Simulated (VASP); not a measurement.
A run of VASP 6.6.1:

Contents of INCAR:

```
SYSTEM = BaS
PREC = Accurate
ENCUT = 500
EDIFF = 1E-6
ISMEAR = 0
SIGMA = 0.01
LREAL = .False.
LASPH = .True.
NELM = 120
ALGO = Normal
ISIF = 2
LWAVE = .False.
LCHARG = .True.
LELF = .True.
LVHAR = .True.
NBANDS = 15
GGA_COMPAT = .False.
```

File KPOINTS:

```
Automatic mesh
0
Gamma
  6 6 6
  0 0 0
```

Contents of POSCAR:

```
BaS
1.0
    0.0000000000      3.1358147050      3.1358147050
    3.1358147050      0.0000000000      3.1358147050
    3.1358147050      3.1358147050      0.0000000000
Ba S
1 1
Direct
    0.0000000000      0.0000000000      0.0000000000
    0.5000000000      0.5000000000      0.5000000000
```

Potentials or basis: VASP PAW LDA potentials, release 64 (Ba_sv, S).

Command:

```console
$ cat potpaw_LDA.64/Ba_sv/POTCAR potpaw_LDA.64/S/POTCAR > POTCAR
$ mpirun -np 1 vasp_std > vasp.out
```

Hardware: 1 thread of Intel(R) Xeon(R) Platinum 8488C (Sapphire Rapids) (shared host).

Question: How long does it take, and how much memory?

Answer: It took 12 s on 1 thread of Intel(R) Xeon(R) Platinum 8488C (Sapphire Rapids), on a shared host, peak memory 0.15 GiB. Counts: scf iterations 12, k points 16.
